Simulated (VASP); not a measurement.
# Na (I4/mmm) in VASP: further runs

Runs on Na. Level: PBEsol. Tasks: single point.

Everything below comes from runs of VASP 6.6.1. Logs are shortened: lines on timing, memory, paths and dates and some standing lists are left out, and cuts for length are marked.

### 1 The cell of the first run

Symmetry: I4/mmm, No. 139, tetragonal system. Conventional cell: a = 3.770 Å, b = 3.770 Å, c = 5.266 Å, α = 90.00°, β = 90.00°, γ = 90.00°. Within 4.9 Å of Na (site symmetry 4/mmm) lie 12 Na at 3.75 to 3.77 Å.

### 2 Single point, PBEsol

INCAR

```
ALGO = Normal ; EDIFF = 1E-6
ENCUT = 500 ; GGA = PS
GGA_COMPAT = False ; ISIF = 2
ISMEAR = -1 ; LASPH = True
LCHARG = True ; LELF = True
LREAL = False ; LVHAR = True
LWAVE = False ; NBANDS = 10
NELM = 120 ; PREC = Accurate
SIGMA = 0.1
```

KPOINTS

```
k-points
0
Gamma
  7 7 7
```

POSCAR

```
Na
1.0
   -1.8851375901      1.8851375901      2.6328771871
    1.8851375901     -1.8851375901      2.6328771871
    1.8851375901      1.8851375901     -2.6328771871
Na
1
Direct
    0.0000000000      0.0000000000      0.0000000000
```

Potentials or basis: VASP PAW PBE potentials, release 64 (Na_pv).

Started as:

```
> cat potpaw_PBE.64/Na_pv/POTCAR > POTCAR
> mpirun -np 1 vasp_std > vasp.out
```

OUTCAR:

```text
EDIFF = 1E-6
   ENCUT = 500
   GGA = PS
   ISIF = 2
   ISMEAR = -1
   LASPH = True
   LREAL = False
   NELM = 120
   PREC = Accurate

 ion  position               nearest neighbor table
   1  0.000  0.000  0.000-

  LATTYP: Found a body centered tetragonal cell.
 ALAT       =     3.7702751802
 C/A-ratio  =     1.3966498790

  Lattice vectors:

 A1 = (  -1.8851375901,   1.8851375901,   2.6328771871)
 A2 = (   1.8851375901,  -1.8851375901,   2.6328771871)
 A3 = (   1.8851375901,   1.8851375901,  -2.6328771871)

Analysis of symmetry for initial positions (statically):
=====================================================================
 Subroutine PRICEL returns:
 Original cell was already a primitive cell.

 Routine SETGRP: Setting up the symmetry group for a
 body centered tetragonal supercell.

 Subroutine GETGRP returns: Found 16 space group operations
 (whereof 16 operations were pure point group operations)
 out of a pool of 16 trial point group operations.

The static configuration has the point symmetry D_4h.

Analysis of symmetry for dynamics (positions and initial velocities):
=====================================================================
 Subroutine PRICEL returns:
 Original cell was already a primitive cell.

 Routine SETGRP: Setting up the symmetry group for a
 body centered tetragonal supercell.

 Subroutine GETGRP returns: Found 16 space group operations
 (whereof 16 operations were pure point group operations)
 out of a pool of 16 trial point group operations.

The dynamic configuration has the point symmetry D_4h.

 Subroutine INISYM returns: Found 16 space group operations
 (whereof 16 operations are pure point group operations),
 and found     1 'primitive' translations

----------------------------------------------------------------------------------------

                                     Primitive cell

  volume of cell :      37.4263

  direct lattice vectors                    reciprocal lattice vectors
    -1.885137590  1.885137590  2.632877187     0.000000000  0.265232630  0.189906313
     1.885137590 -1.885137590  2.632877187     0.265232630  0.000000000  0.189906313
     1.885137590  1.885137590 -2.632877187     0.265232630  0.265232630  0.000000000

  length of vectors
     3.746936048  3.746936048  3.746936048     0.326209680  0.326209680  0.375095582

  position of ions in fractional coordinates (direct lattice)
     0.000000000  0.000000000  0.000000000

  ion indices of the primitive-cell ions
   primitive index   ion index
                 1           1

----------------------------------------------------------------------------------------

 KPOINTS: k-points

Automatic generation of k-mesh.
 Grid dimensions read from file:
 generate k-points for:    7    7    7

 Generating k-lattice:

  Cartesian coordinates                     Fractional coordinates (reciprocal lattice)
     0.000000000  0.037890376  0.027129473     0.142857143 -0.000000000  0.000000000
     0.037890376  0.000000000  0.027129473    -0.000000000  0.142857143  0.000000000
     0.037890376  0.037890376  0.000000000     0.000000000  0.000000000  0.142857143

  Length of vectors
     0.046601383  0.046601383  0.053585083

  Shift w.r.t. Gamma in fractional coordinates (k-lattice)
     0.000000000  0.000000000  0.000000000

 Subroutine IBZKPT returns following result:
 ===========================================

 Found     40 irreducible k-points:

 Following reciprocal coordinates:
            Coordinates               Weight
  0.000000  0.000000  0.000000      1.000000
  0.142857  0.000000 -0.000000      8.000000
  0.285714  0.000000  0.000000      8.000000
  0.428571  0.000000 -0.000000      8.000000
  0.142857  0.142857 -0.000000      8.000000
  0.285714  0.142857  0.000000     16.000000
[... 16 lines left out ...]
 -0.142857  0.285714  0.142857      8.000000
 -0.428571  0.428571  0.142857      8.000000
 [... further k-points ...]
   k-points           NKPTS =     40   k-points in BZ     NKDIM =     40   number of bands    NBANDS=     10
   number of dos      NEDOS =    301   number of ions     NIONS =      1
   total plane-waves  NPLWV =  21952
   dimension x,y,z NGX =    28 NGY =   28 NGZ =   28
   dimension x,y,z NGXF=    56 NGYF=   56 NGZF=   56
   ions per type =               1
   NGX,Y,Z   is equivalent  to a cutoff of  12.42, 12.42, 12.42 a.u.
   NGXF,Y,Z  is equivalent  to a cutoff of  24.85, 24.85, 24.85 a.u.
 SYSTEM =  unknown system
   PREC   = accura    normal or accurate (medium, high low for compatibility)
   ISTART =      0    job   : 0-new  1-cont  2-samecut
   ICHARG =      2    charge: 1-file 2-atom 10-const
   ISPIN  =      1    spin polarized calculation?
   LNONCOLLINEAR =      F non collinear calculations
   LSORBIT =      F    spin-orbit coupling
   LASPH  =      T    aspherical Exc in radial PAW
   ENCUT  =  500.0 eV  36.75 Ry    6.06 a.u.   6.83  6.83  6.83*2*pi/ulx,y,z
   NELM   =    120;   NELMIN=  2; NELMDL= -5     # of ELM steps
   EDIFF  = 0.1E-05   stopping-criterion for ELM
   LREAL  =      F    real-space projection
   EDIFFG = 0.1E-04   stopping-criterion for IOM
   NSW    =      0    number of steps for IOM
   IBRION =     -1    ionic relax: 0-MD 1-quasi-New 2-CG
   NFREE  =      0    steps in history (QN), initial steepest desc. (CG)
   ISIF   =      2    stress and relaxation
   ISYM   =      2    0-nonsym 1-usesym 2-fastsym
   POTIM  = 0.5000    time-step for ionic-motion
   TEBEG  =    0.0;   TEEND  =   0.0 temperature during run
   PSTRESS=    0.0 pullay stress
   NELECT =       7.0000    total number of electrons
   NUPDOWN=      -1.0000    fix difference up-down
   EMIN   =  10.00;   EMAX   =-10.00  energy-range for DOS
   EFERMI =   0.00;   METHOD = LEGACY
   ISMEAR =    -1;   SIGMA  =   0.10  broadening in eV -4-tet -1-fermi 0-gaus
   EFERMI_NEDOS =   21; number of points for ismear=-14 and -15
   IALGO  =     38    algorithm
   IMIX   =      4    mixing-type and parameters
     AMIX     =   0.40;   BMIX     =  1.00
     AMIX_MAG =   1.60;   BMIX_MAG =  1.00
  volume/ion in A,a.u.               =      37.43       252.57
  Fermi-wavevector in a.u.,A,eV,Ry     =   0.936229  1.769216 11.925835  0.876524
  Thomas-Fermi vector in A             =   2.063217
   LORBIT       =      0    0 simple, 1 ext, 2 COOP (PROOUT), +10 PAW based schemes
   GGA     = PS    functional components
   LHFCALC =     F    Hartree Fock is set to
   AEXX    =    0.0000 exact exchange contribution
   IVDW    =     0    specifies the selected vdW correction
   LEPSILON=     F    determine dielectric tensor
   LRPA    =     F    only Hartree local field effects (RPA)
 non-spin polarized calculation
  energy-cutoff  :      500.00
  volume of cell :       37.43
 maximum number of plane-waves:       961
   NGX = 13   NGY = 13   NGZ = 13

 number of electron       6.9999994 magnetization

 Free energy of the ion-electron system (eV)
  ---------------------------------------------------
  ext. energy  EPLUGINS =         0.00000000
  ---------------------------------------------------
  free energy    TOTEN  =        -1.41830915 eV

  energy without entropy =       -1.41050814  energy(sigma->0) =       -1.41440865

 E-fermi :   0.3650     XC(G=0):  -6.4758

 val. band max:        0.0183195775   @ k =  -0.2857  -0.4286   0.2857
 cond. band min:       0.4736679916   @ k =  -0.2857   0.2857   0.2857
 fundamental gap:      0.4553484142
 Fermi energy:         0.3650230848

 k-point     1 :       0.0000    0.0000    0.0000
  band No.  band energies     occupation
      1     -24.5104      2.00000
      2     -24.5104      2.00000
      3     -24.5103      2.00000
      4      -2.9801      2.00000
      5      11.3002      0.00000
      6      11.3002      0.00000
      7      11.3436      0.00000
      8      12.3982      0.00000
      9      12.8706      0.00000
     10      12.8706      0.00000

 k-point     2 :       0.1429    0.0000   -0.0000
  band No.  band energies     occupation
      1     -24.5168      2.00000
      2     -24.5113      2.00000
      3     -24.5112      2.00000
      4      -2.6433      2.00000
      5       8.2538      0.00000
      6      10.7865      0.00000
      7      10.8503      0.00000
      8      12.1258      0.00000
      9      13.8116      0.00000
     10      13.8309      0.00000

 k-point     3 :       0.2857    0.0000    0.0000
  band No.  band energies     occupation
      1     -24.5314      2.00000
      2     -24.5135      2.00000
      3     -24.5131      2.00000
      4      -1.6459      2.00000
      5       4.9925      0.00000
      6      10.3273      0.00000
      7      10.4378      0.00000
      8      11.5649      0.00000
      9      12.4817      0.00000
     10      12.7145      0.00000

 k-point     4 :       0.4286    0.0000   -0.0000
  band No.  band energies     occupation
      1     -24.5429      2.00000
      2     -24.5152      2.00000
      3     -24.5146      2.00000
      4      -0.0283      1.96159
      5       2.2320      0.00000
      6      10.2514      0.00000
      7      10.4068      0.00000
      8      11.3786      0.00000
      9      11.4602      0.00000
     10      11.7000      0.00000

 k-point     5 :       0.1429    0.1429   -0.0000
  band No.  band energies     occupation
      1     -24.5241      2.00000
      2     -24.5153      2.00000
      3     -24.5117      2.00000
      4      -2.0831      2.00000
      5       6.9872      0.00000
      6       7.9248      0.00000
      7      12.0221      0.00000
      8      12.1806      0.00000
      9      12.9001      0.00000
     10      13.4423      0.00000

 k-point     6 :       0.2857    0.1429    0.0000
  band No.  band energies     occupation
      1     -24.5354      2.00000
      2     -24.5191      2.00000
      3     -24.5138      2.00000
      4      -0.8759      1.99999
      5       4.2423      0.00000
      6       7.2169      0.00000
      7      10.4511      0.00000
      8      11.4217      0.00000
      9      12.5438      0.00000
     10      13.6195      0.00000

 k-point     7 :       0.4286    0.1429   -0.0000
  band No.  band energies     occupation
      1     -24.5422      2.00000
      2     -24.5199      2.00000
      3     -24.5159      2.00000
      4       0.8967      0.00977
      5       1.7335      0.00000
      6       7.4200      0.00000
      7       9.4287      0.00000
      8      10.3536      0.00000
      9      12.9118      0.00000
     10      13.9043      0.00000

 k-point     8 :      -0.4286    0.1429    0.0000
  band No.  band energies     occupation
      1     -24.5388      2.00000
      2     -24.5178      2.00000
      3     -24.5164      2.00000
      4      -0.3563      1.99853
      5       3.3698      0.00000
      6       8.1567      0.00000
      7       8.9700      0.00000
      8       9.9215      0.00000
      9      13.7702      0.00000
     10      14.4653      0.00000

 k-point     9 :      -0.2857    0.1429   -0.0000
  band No.  band energies     occupation
      1     -24.5272      2.00000
      2     -24.5150      2.00000
      3     -24.5147      2.00000
      4      -1.7631      2.00000
      5       6.2732      0.00000
      6       9.0517      0.00000
      7       9.1689      0.00000
      8      10.2739      0.00000
      9      12.7177      0.00000
     10      14.8914      0.00000
[... 118 lines left out ...]
 k-point    19 :      -0.1429    0.1429    0.1429
  band No.  band energies     occupation
      1     -24.5235      2.00000
      2     -24.5154      2.00000
      3     -24.5120      2.00000
      4      -2.0942      2.00000
      5       7.0426      0.00000
      6       7.9889      0.00000
      7      11.8750      0.00000
      8      12.1526      0.00000
      9      12.7387      0.00000
     10      13.4260      0.00000

 k-point    20 :       0.2857    0.2857    0.1429
  band No.  band energies     occupation
      1     -24.5338      2.00000
      2     -24.5318      2.00000
      3     -24.5215      2.00000
      4       2.4847      0.00000
      5       2.9841      0.00000
      6       3.7712      0.00000
      7       5.8843      0.00000
      8      11.5343      0.00000
      9      14.5210      0.00000
     10      14.5604      0.00000

 k-point    21 :       0.4286    0.2857    0.1429
  band No.  band energies     occupation
      1     -24.5383      2.00000
      2     -24.5254      2.00000
      3     -24.5222      2.00000
      4       1.3082      0.00016
      5       4.1162      0.00000
      6       4.5920      0.00000
      7       5.8976      0.00000
      8      10.4266      0.00000
      9      11.9374      0.00000
     10      15.9661      0.00000

 k-point    22 :      -0.2857    0.2857    0.1429
  band No.  band energies     occupation
      1     -24.5331      2.00000
      2     -24.5213      2.00000
      3     -24.5162      2.00000
      4      -0.7930      1.99998
      5       5.4483      0.00000
      6       6.2941      0.00000
      7       8.1512      0.00000
      8      11.1077      0.00000
      9      12.6306      0.00000
     10      13.7309      0.00000

 k-point    23 :      -0.1429    0.2857    0.1429
  band No.  band energies     occupation
      1     -24.5349      2.00000
      2     -24.5190      2.00000
      3     -24.5142      2.00000
      4      -0.8977      1.99999
      5       4.2941      0.00000
      6       7.3316      0.00000
      7      10.3058      0.00000
      8      11.2705      0.00000
      9      12.4780      0.00000
     10      13.5818      0.00000

 k-point    24 :      -0.4286    0.4286    0.1429
  band No.  band energies     occupation
      1     -24.5384      2.00000
      2     -24.5261      2.00000
      3     -24.5217      2.00000
      4       1.2981      0.00018
      5       4.1153      0.00000
      6       4.6521      0.00000
      7       5.9481      0.00000
      8      10.3341      0.00000
      9      11.8695      0.00000
     10      15.6293      0.00000

 [... further k-points ...]
[... 5 lines left out ...]
  --------------------------------------------------------------------------------------
  -------------------------------------------------------------------------------------
  Total       -0.0736342     -0.0736342     -0.0494338      0.0000000     -0.0000000     -0.0000000
  in kB       -3.1521964     -3.1521964     -2.1162040      0.0000000     -0.0000000     -0.0000000
  external PRESSURE =      -2.8068656 kB  Pullay stress =       0.0000000 kB

 VOLUME and BASIS-vectors are now :
 -----------------------------------------------------------------------------
  energy-cutoff  :      500.00
  volume of cell :       37.43
      direct lattice vectors                 reciprocal lattice vectors
    -1.885137590  1.885137590  2.632877187     0.000000000  0.265232630  0.189906313
     1.885137590 -1.885137590  2.632877187     0.265232630  0.000000000  0.189906313
     1.885137590  1.885137590 -2.632877187     0.265232630  0.265232630  0.000000000

 POSITION                                       TOTAL-FORCE (eV/Angst)
 -----------------------------------------------------------------------------------
      0.00000      0.00000      0.00000        -0.000000     -0.000000     -0.000000
 -----------------------------------------------------------------------------------
    total drift:                                0.000000     -0.000000      0.000000

  FREE ENERGIE OF THE ION-ELECTRON SYSTEM (eV)
  ---------------------------------------------------
  free  energy   TOTEN  =        -1.4183091528 eV

  energy  without entropy=       -1.4105081406  energy(sigma->0) =       -1.41440865
```

It took 22 s on 1 thread of AMD EPYC 7R13, shared host; peak memory 0.12 GiB.

What came out:

- Free energy: -1.4183 eV
- Pressure: -0.3 GPa

Caveat: the PAW data sets were made with another functional, which shifts forces and pressure a little.

### 3 Single point, PBEsol

This run uses another cell than the first one, of 37.61 Å³/atom, 1.005 times its volume.

INCAR

```
SYSTEM = Na
  ALGO = Normal
  EDIFF = 1E-6
  ENCUT = 500
  GGA = PS
  GGA_COMPAT = .FALSE.
  ISIF = 2
  ISMEAR = -1
  LASPH = .TRUE.
  LCHARG = .FALSE.
  LREAL = .FALSE.
  LWAVE = .FALSE.
  NBANDS = 10
  NELM = 120
  PREC = Accurate
  SIGMA = 0.1
```

KPOINTS

```
k-points
0
G
  7 7 7
  0 0 0
```

POSCAR

```
Na
1.0
   -1.8882900000      1.8882900000      2.6372800000
    1.8882900000     -1.8882900000      2.6372800000
    1.8882900000      1.8882900000     -2.6372800000
Na
1
Direct
    0.0000000000      0.0000000000      0.0000000000
```

Potentials or basis: VASP PAW PBE potentials, release 64 (Na_pv).

Started as:

```
> cat potpaw_PBE.64/Na_pv/POTCAR > POTCAR
> mpirun -np 1 vasp_std > vasp.out
```

Wall time 21 s (1 thread of AMD EPYC 7R13, shared host); peak memory 0.12 GiB.

The run converged. Its results:

```
Free energy : -1.4180 eV
Pressure    : -0.3 GPa
```

Stress tensor (GPa, compression positive):
```
-0.35  0.00  0.00
 0.00 -0.35  0.00
 0.00  0.00 -0.25
```

Levels at points of the mesh, in eV from the Fermi level:
| k point | band 1 | band 2 | band 3 | band 4 | band 5 | band 6 | band 7 | band 8 | band 9 |
| --- | --- | --- | --- | --- | --- | --- | --- | --- | --- |
| (0.00, 0.00, 0.00) | -24.88 | -24.88 | -24.88 | -3.33 | 10.91 | 10.91 | 10.95 | 12.00 | 12.46 |

Caveat: the PAW data sets were made with another functional, which shifts forces and pressure a little.

### 4 Single point, PBEsol

This run uses another cell than the first one, of 37.80 Å³/atom, 1.010 times its volume.

INCAR

```
ALGO = Normal
EDIFF = 1E-6
ENCUT = 500
GGA = PS
GGA_COMPAT = F
ISIF = 2
ISMEAR = -1
LASPH = T
LCHARG = F
LREAL = F
LWAVE = F
NBANDS = 10
NELM = 120
PREC = Accurate
SIGMA = 0.1
```

KPOINTS

```
k-points
0
Gamma
  7 7 7
```

POSCAR

```
Na
1.0
   -1.8914319193      1.8914319193      2.6416681612
    1.8914319193     -1.8914319193      2.6416681612
    1.8914319193      1.8914319193     -2.6416681612
Na
1
Direct
    0.0000000000      0.0000000000      0.0000000000
```

Started as:

```
> cat potpaw_PBE.64/Na_pv/POTCAR > POTCAR
> mpirun -np 1 vasp_std > vasp.out
```

Run time: 21 s. Hardware: 1 thread of AMD EPYC 7R13, shared host; peak memory 0.12 GiB.

It converged, with:

```yaml
Free_energy: -1.4177 eV
Pressure: -0.3 GPa
```

Stress tensor (GPa, compression positive):
```
-0.38  0.00  0.00
 0.00 -0.38  0.00
 0.00  0.00 -0.28
```

Levels at points of the mesh, in eV from the Fermi level:
```tsv
k point	band 1	band 2	band 3	band 4	band 5	band 6	band 7	band 8
(0.00, 0.00, 0.00)	-24.88	-24.88	-24.88	-3.32	10.88	10.88	10.92	11.97
```

Caveat: the PAW data sets were made with another functional, which shifts forces and pressure a little.

### 5 Summary

```tsv
cell	gap on the mesh (eV)	pressure (GPa)
a = 3.747 Å, angles 119.6, 119.6, 90.7°, 1 atom	none	-0.3
a = 3.753 Å, angles 119.6, 119.6, 90.7°, 1 atom	none	-0.3
a = 3.759 Å, angles 119.6, 119.6, 90.7°, 1 atom	none	-0.3
```

Alike in all rows: task single point; level PBEsol; potentials or basis VASP PAW PBE potentials, release 64 (Na_pv); no spin polarisation; k mesh 7 × 7 × 7; cutoff (eV) 500; smearing fermi-dirac 0.1 eV.

Caveats: the PAW data sets were made with another functional, which shifts forces and pressure a little.

Total energies depend on the potentials used, so only differences within one code and one set of settings carry meaning.
